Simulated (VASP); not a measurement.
Write the native input for VASP 6.6.1 that does the following.

| Property | Result |
| --- | --- |
| Task | single point |
| Functional | PBE |
| Potentials or basis | VASP PAW PBE potentials, release 64 (Mo_sv, C) |
| Cutoff | 520 eV |
| k mesh | 4 × 4 × 4 |
| Occupations | gaussian, width 0.1 eV |
| Spin | collinear spin, ferromagnetic start |
| Starting moments | [1.0, 1.0, 0.0, 0.0, 0.0] μB |
| Dipole correction | no |
| Further INCAR settings | ALGO = Normal; EDIFF = 1e-06; NBANDS = 32 |

The structure of Mo2C3 lies in POSCAR:

```
Mo2C3
1.0
    3.9572687888      0.0000000000      0.0000000000
    0.0000000000      3.9572687888      0.0000000000
    0.0000000000      0.0000000000      3.9572687888
Mo C
2 3
Direct
    0.5000000000      0.5000000000      0.5000000000
    0.0000000000      0.0000000000      0.0000000000
    0.0000000000      0.5000000000      0.5000000000
    0.5000000000      0.0000000000      0.5000000000
    0.5000000000      0.5000000000      0.0000000000
```

The input as run:

INCAR

```
ALGO     = Normal         # electronic algorithm
EDIFF    = 1E-6           # SCF threshold, eV
ENCUT    = 520            # plane-wave cutoff, eV
GGA      = PE             # functional
ISIF     = 2              # what is computed and relaxed
ISMEAR   = 0              # smearing method
ISPIN    = 2              # spin polarisation
LASPH    = T              # aspherical terms in the spheres
LCHARG   = F              # write CHGCAR
LMAXMIX  = 4              # l up to which the mixer works
LORBIT   = 11             # projections on sites
LREAL    = F              # projectors in reciprocal space
LWAVE    = F              # write WAVECAR
MAGMOM   = 1 1 0 0 0      # initial moments
NBANDS   = 32             # bands
NELM     = 150            # most SCF steps
PREC     = Accurate       # precision mode
SIGMA    = 0.1            # smearing width, eV
```

KPOINTS

```
k-points
0
Gamma
  4 4 4
```

Potentials or basis: VASP PAW PBE potentials, release 64 (Mo_sv, C).

Run with:

```console
$ cat potpaw_PBE.64/Mo_sv/POTCAR potpaw_PBE.64/C/POTCAR > POTCAR
$ mpirun -np 1 vasp_std > vasp.out
```

Results of the run:

| Property | Result |
| --- | --- |
| Pressure | -0.2 GPa |
| Band gap on the k mesh | zero (filled and empty bands overlap) |
| Net moment | 0.00 μB per cell |
| Valence electrons inside the program's atomic spheres | Mo 13.07, 11.80; C 2.30 |

Caveat: the k points lie up to 0.40 Å⁻¹ apart.

Run time: 80 s on 1 thread of AMD EPYC 7R43 64-Core Processor (Zen 3), with other jobs on the host, peak memory 0.15 GiB.
